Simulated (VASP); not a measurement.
# Cd3H2 (P-3m1) in VASP: a series of runs, part 2 of 2

VASP 6.6.1. The steps go on from the part before.

### Step 5. Relaxation of cell and atoms, PBE

INCAR reads:

```
SYSTEM = Cd3H2
PREC = Accurate ; ENCUT = 600
EDIFF = 1E-6 ; ISMEAR = 0
SIGMA = 0.1 ; LREAL = .False.
LASPH = .True. ; NELM = 80
ALGO = Normal ; ISIF = 3
LWAVE = .False. ; LCHARG = .False.
GGA = PE ; IBRION = 2
NSW = 90 ; EDIFFG = -0.04
```

KPOINTS reads:

```
regular mesh
0
Gamma
  6 6 4
  0 0 0
```

POSCAR reads:

```
Cd3H2
1.0
    3.9311511943      0.0000000000      0.0000000000
   -1.9655755972      3.4044768004      0.0000000000
    0.0000000000      0.0000000000      6.1162326957
Cd H
3 2
Direct
    0.0000000000      0.0000000000      0.0000000000
    0.3333333333      0.6666666667      0.6450000000
    0.6666666667      0.3333333333      0.3550000000
    0.3333333333      0.6666666667      0.2450000000
    0.6666666667      0.3333333333      0.7550000000
```

Started as:

```
$ cat potpaw_PBE.64/Cd/POTCAR potpaw_PBE.64/H/POTCAR > POTCAR
$ mpirun -np 1 vasp_std > vasp.out
```

Run time: 21 min. Hardware: 1 thread of Intel Xeon Platinum 8259CL at 2.50GHz (Skylake/Cascade Lake), shared host; peak memory 0.25 GiB.

The run converged. Its results:

```
Free energy                           : -7.4900 eV
Relaxed volume                        : 16.63 Å³/atom
Relaxed cell                          : a = 3.326 Å, b = 3.326 Å, c = 8.679 Å, α = 90.00°, β = 90.00°, γ = 120.00°
Space group after relaxing (to 0.1 Å) : P-3m1 (No. 164)
Energy gained by relaxing             : 281.0 meV/atom
Ionic steps                           : 31
Pressure after relaxing               : 0.0 GPa
Largest force after relaxing          : 0.020 eV/Å
Band gap on the k mesh                : zero (bands 19 and 20 overlap by 0.82 eV)
```

Forces on the atoms (eV/Å):
```
Cd   0.000  0.000  0.000
Cd   0.000  0.000 -0.006
Cd   0.000  0.000  0.006
H    0.000  0.000 -0.020
H    0.000  0.000  0.020
```

Stress tensor (GPa, compression positive):
```
 0.04  0.00  0.00
 0.00  0.04  0.00
 0.00  0.00 -0.11
```

Step by step:
```
step  energy change (eV)  largest force (eV/Å)  pressure (GPa)  volume (Å³)
   1              0.0000                0.8787            1.43        81.86
   2             -0.0815                0.6395            0.32        83.60
   3             -0.1747                0.3926           -1.17        87.38
   4             -0.1972                0.5830           -2.71        95.25
   5             -0.2868                0.7061           -1.87        93.43
   6             -0.4264                0.6763            1.84        88.05
   7             -0.5102                0.5905            2.03        88.62
   8             -0.5816                0.8180            2.17        89.52
   9             -0.6997                0.5202           -0.26        93.77
  10             -0.7319                0.3355           -1.78        97.38
  11             -0.8309                0.2984           -1.76        95.06
  12             -0.9549                0.1984           -1.35        91.71
  13             -1.0981                0.4636            0.25        84.93
  14             -1.1682                0.4468            0.76        83.60
  15             -1.2157                0.5954            1.29        82.05
  16             -1.1743                0.7442            2.81        78.68
  17             -1.2335                0.6668            1.71        81.06
  18             -1.2931                0.5863            0.80        81.89
  19             -1.3321                0.4336           -0.40        82.98
  20             -1.3339                0.3899           -0.71        83.26
  21             -1.3603                0.3177           -0.38        82.46
  22             -1.3874                0.1009            0.54        80.57
  23             -1.3908                0.0659            0.13        81.33
  24             -1.3916                0.0849           -0.20        81.92
  25             -1.3939                0.0792           -0.16        81.93
  26             -1.3992                0.0641            0.02        81.96
  27             -1.4018                0.0731            0.50        82.00
  28             -1.4021                0.0561            0.36        81.99
  29             -1.4041                0.0438            0.00        82.87
  30             -1.4042                0.0437           -0.15        83.17
  31             -1.4048                0.0196           -0.01        83.13
```

Final structure:
```
Cd H
1.0
     3.32554    0.00000    0.00000
    -1.66277    2.88000    0.00000
     0.00000    0.00000    8.67949
Cd H
3 2
Direct
  0.00000 0.00000 0.00000
  0.33333 0.66667 0.72110
  0.66667 0.33333 0.27890
  0.33333 0.66667 0.37839
  0.66667 0.33333 0.62161
```

Levels at points of the mesh, in eV from the Fermi level:
```tsv
k point	band 17	band 18	band 19	band 20	band 21	band 22
(0.00, 0.00, 0.00)	-6.76	-5.74	-1.27	2.59	6.98	7.48
(0.50, 0.00, 0.00)	-3.77	-1.80	-1.69	-0.35	0.74	4.18
(0.00, 0.00, 0.50)	-7.91	-4.29	-2.71	3.88	7.04	7.83
(0.50, 0.00, 0.50)	-3.82	-2.06	-2.01	0.45	1.73	2.97
```

Caveat: a cell axis changed by over 15 % at a fixed basis, so the end point is rough.

### Step 6. Relaxation of cell and atoms, PBE

This run uses another cell than the first one, of 16.74 Å³/atom.

INCAR reads:

```
SYSTEM = Cd3H2
PREC = Accurate
ENCUT = 600
EDIFF = 1E-7
ISMEAR = 0
SIGMA = 0.1
LREAL = .FALSE.
LASPH = .TRUE.
NELM = 100
ALGO = Normal
ISIF = 3
LWAVE = .FALSE.
LCHARG = .FALSE.
GGA = PE
IBRION = 2
NSW = 100
EDIFFG = -0.01
```

KPOINTS reads:

```
Automatic mesh
0
G
  12 12 4
  0 0 0
```

POSCAR reads:

```
Cd3H2
1.0
    3.3178971940      0.0000000000      0.0000000000
   -1.6589485970      2.8733832572      0.0000000000
    0.0000000000      0.0000000000      8.7797211136
Cd H
3 2
Direct
    0.0000000000      0.0000000000      0.0000000000
    0.3333333333      0.6666666667      0.7229355190
    0.6666666667      0.3333333333      0.2770644810
    0.3333333333      0.6666666667      0.3743454370
    0.6666666667      0.3333333333      0.6256545630
```

Potentials or basis: VASP PAW PBE potentials, release 64 (Cd, H).

Started as:

```
$ cat potpaw_PBE.64/Cd/POTCAR potpaw_PBE.64/H/POTCAR > POTCAR
$ mpirun -np 1 vasp_std > vasp.out
```

Run time: 35 min. Hardware: 1 thread of Intel Xeon Platinum 8259CL at 2.50GHz (Skylake/Cascade Lake), shared host; peak memory 0.33 GiB.

Results (log left out):

```yaml
Free_energy: -7.5506 eV
Relaxed_volume: 17.17 Å³/atom
Relaxed_cell: a = 3.267 Å, b = 3.267 Å, c = 9.288 Å, α = 90.00°, β = 90.00°, γ = 120.00°
Space_group_after_relaxing_to_0.1_Å: P-3m1 (No. 164)
Energy_gained_by_relaxing: 4.1 meV/atom
Ionic_steps: 17
Pressure_after_relaxing: 0.0 GPa
Largest_force_after_relaxing: 0.008 eV/Å
Band_gap_on_the_k_mesh: zero (bands 19 and 20 overlap by 0.67 eV)
```

Forces in eV/Å, atoms in the order of the input:
```
Cd   0.000  0.000  0.000
Cd   0.000  0.000  0.008
Cd   0.000  0.000 -0.008
H    0.000  0.000 -0.004
H    0.000  0.000  0.004
```

Step by step:
| step | energy change (eV) | largest force (eV/Å) | pressure (GPa) | volume (Å³) |
| --- | --- | --- | --- | --- |
| 1 | 0.0000 | 0.0532 | -0.10 | 83.70 |
| 2 | -0.0056 | 0.0472 | -0.02 | 83.58 |
| 3 | -0.0123 | 0.0916 | 0.22 | 83.21 |
| 4 | -0.0138 | 0.0694 | -0.02 | 83.60 |
| 5 | -0.0142 | 0.0510 | -0.20 | 83.92 |
| 6 | -0.0151 | 0.0310 | -0.05 | 83.67 |
| 7 | -0.0153 | 0.0357 | 0.06 | 83.50 |
| 8 | -0.0157 | 0.0352 | 0.05 | 83.59 |
| 9 | -0.0167 | 0.0340 | 0.03 | 83.86 |
| 10 | -0.0182 | 0.0322 | -0.01 | 84.41 |
| 11 | -0.0199 | 0.0311 | -0.06 | 85.49 |
| 12 | -0.0203 | 0.0069 | 0.22 | 85.30 |
| 13 | -0.0204 | 0.0055 | 0.13 | 85.36 |
| 14 | -0.0204 | 0.0066 | -0.10 | 86.05 |
| 15 | -0.0205 | 0.0009 | 0.02 | 85.70 |
| 16 | -0.0206 | 0.0106 | -0.06 | 85.90 |
| 17 | -0.0206 | 0.0076 | -0.04 | 85.85 |

Final structure:
```xyz
5
Lattice="3.2668 0.0000 0.0000 -1.6334 2.8292 0.0000 0.0000 0.0000 9.2884" Properties=species:S:1:pos:R:3 pbc="T T T"
Cd    0.0000    0.0000    0.0000
Cd    0.0000    1.8861    6.8140
Cd    1.6334    0.9431    2.4744
H     0.0000    1.8861    3.3903
H     1.6334    0.9431    5.8982
```

Levels at points of the mesh, in eV from the Fermi level:
| k point | band 15 | band 16 | band 17 | band 18 | band 19 | band 20 | band 21 | band 22 | band 23 |
| --- | --- | --- | --- | --- | --- | --- | --- | --- | --- |
| (0.00, 0.00, 0.00) | -8.28 | -8.28 | -7.25 | -5.81 | -2.03 | 1.84 | 7.00 | 7.11 | 10.76 |
| (0.50, 0.00, 0.00) | -8.19 | -4.18 | -3.86 | -1.92 | -1.77 | -0.40 | 0.84 | 3.69 | 4.59 |
| (0.00, 0.00, 0.50) | -8.27 | -8.22 | -7.84 | -5.00 | -2.95 | 3.10 | 5.65 | 7.62 | 8.76 |
| (0.50, 0.00, 0.50) | -8.19 | -4.09 | -3.94 | -2.04 | -1.95 | 0.07 | 1.40 | 2.82 | 3.29 |

### Step 7. Overview

```csv
task,cell,k mesh,cutoff (eV),gap on the mesh (eV),pressure (GPa),relaxed volume (Å³/atom),largest force (eV/Å)
single point,"a = 3.931, b = 3.931, c = 6.116 Å, angles 90.0, 90.0, 120.0°, 5 atoms, atomic positions A",6 × 6 × 4,520,none,1.5,-,0.88
single point,"a = 3.318, b = 3.318, c = 8.780 Å, angles 90.0, 90.0, 120.0°, 5 atoms, atomic positions B",6 × 6 × 4,520,none,0.3,-,0.03
single point,"a = 3.261, b = 3.261, c = 9.385 Å, angles 90.0, 90.0, 120.0°, 5 atoms, atomic positions C",12 × 12 × 4,520,none,0.2,-,0.02
relaxation of cell and atoms,"relaxed from a = 3.931, b = 3.931, c = 6.116 Å, angles 90.0, 90.0, 120.0°, 5 atoms, atomic positions A",6 × 6 × 4,600,none,0.0,16.63,0.02
relaxation of cell and atoms,"relaxed from a = 3.318, b = 3.318, c = 8.780 Å, angles 90.0, 90.0, 120.0°, 5 atoms, atomic positions B",12 × 12 × 4,600,none,0.0,17.17,0.01
```

Alike in all rows: level PBE; potentials or basis VASP PAW PBE potentials, release 64 (Cd, H); no spin polarisation; smearing gaussian 0.1 eV.

Caveats: some runs use coarse meshes; a cell axis changed by over 15 % at a fixed basis, so the end point is rough (at least some runs).

Absolute energies hang on the potentials; compare differences alone.
